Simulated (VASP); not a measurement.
Here is a VASP 6.6.1 calculation.

The input INCAR:

```
ALGO = Normal
EDIFF = 1E-6
ENCUT = 500
GGA = PE
GGA_COMPAT = False
ISIF = 2
ISMEAR = 0
ISYM = 0
LASPH = True
LCHARG = False
LREAL = False
LWAVE = False
NBANDS = 19
NELM = 120
PREC = Accurate
SIGMA = 0.1
```

KPOINTS

```
Automatic mesh
0
Gamma
  3 3 1
  0.25 0.25 0.25
```

File POSCAR:

```
ZrS2
1.0
    3.6913825498      0.0000000000      0.0000000000
   -1.8456912749      3.1968310632      0.0000000000
    0.0000000000      0.0000000000      6.0410770100
Zr S
1 2
Direct
    0.0000000000      0.0000000000      0.0000000000
    0.6666666667      0.3333333333      0.7620900300
    0.3333333333      0.6666666667      0.2379099700
```

Potentials or basis: VASP PAW PBE potentials, release 64 (Zr_sv, S).

Run with:

```bash
$ cat potpaw_PBE.64/Zr_sv/POTCAR potpaw_PBE.64/S/POTCAR > POTCAR
$ mpirun -np 1 vasp_std > vasp.out
```

**Question.** Predict the largest force.

**Answer.** 0.100 eV/Å.

**Question.** Predict the pressure.

**Answer.** 0.2 GPa.

**Question.** Predict the band gap on the k mesh.

**Answer.** 1.68 eV, indirect (least direct gap 2.08 eV).

Forces in eV/Å, atoms in the order of the input:
```
Zr   0.000  0.000  0.000
S    0.000  0.000 -0.100
S    0.000  0.000  0.100
```

Caveat: the k points lie up to 1.04 Å⁻¹ apart; this functional lacks dispersion, which binds the layers, so the pressure and a relaxed spacing across them are unreliable. A k mesh can miss the band edges.
